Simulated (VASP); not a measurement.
**Fe: single point with RPBE**

Fe:

```
Fe
1.0
     2.47998    0.00000    0.00000
    -1.23999    2.14772    0.00000
     0.00000    0.00000    8.21418
Fe
4
Direct
  0.00000 0.00000 0.00000
  0.00000 0.00000 0.50000
  0.33333 0.66667 0.25000
  0.66667 0.33333 0.75000
```

This isn't the form of Fe at room conditions, which is bcc.

```json
{
 "Program": "VASP 6.6.1",
 "Task": "single point",
 "Functional": "RPBE",
 "Potentials or basis": "VASP PAW PBE potentials, release 64 (Fe)",
 "Cutoff": "600 eV",
 "k mesh": "19 × 19 × 5",
 "Occupations": "fermi-dirac, width 0.05 eV",
 "Spin": "collinear spin, ferrimagnetic start",
 "Starting moments": "[1.097, 1.097, -1.658, -1.658] μB",
 "Dipole correction": "no",
 "Further INCAR settings": "ALGO = Normal; EDIFF = 1e-06; NBANDS = 28"
}
```

The pressure is 0.0 GPa and the net moment is -1.20 μB per cell. The site moments are Fe +1.11, -1.71 (each value once) μB and the valence electrons inside the program's atomic spheres are Fe 7.35, 7.33 (each value once).

Stress tensor (GPa, compression positive):
```
-0.13  0.00  0.00
 0.00 -0.13  0.00
 0.00  0.00  0.35
```

Levels at points of the mesh, in eV from the Fermi level:
Spin up:
```csv
k point,band 13,band 14,band 15,band 16,band 17,band 18
"(0.00, 0.00, 0.00)",-1.23,-0.89,-0.89,-0.51,-0.51,-0.19
```
Spin down:
```csv
k point,band 12,band 13,band 14,band 15,band 16,band 17,band 18,band 19,band 20,band 21
"(0.00, 0.00, 0.00)",-1.66,-1.66,-1.13,-1.13,-0.79,-0.79,-0.42,-0.42,-0.21,0.84
```

Wall time 5 min on 1 thread of Intel(R) Xeon(R) Platinum 8488C (Sapphire Rapids), on a shared host, peak memory 0.36 GiB.

Caveat: the PAW data sets were made with another functional, which shifts forces and pressure a little.
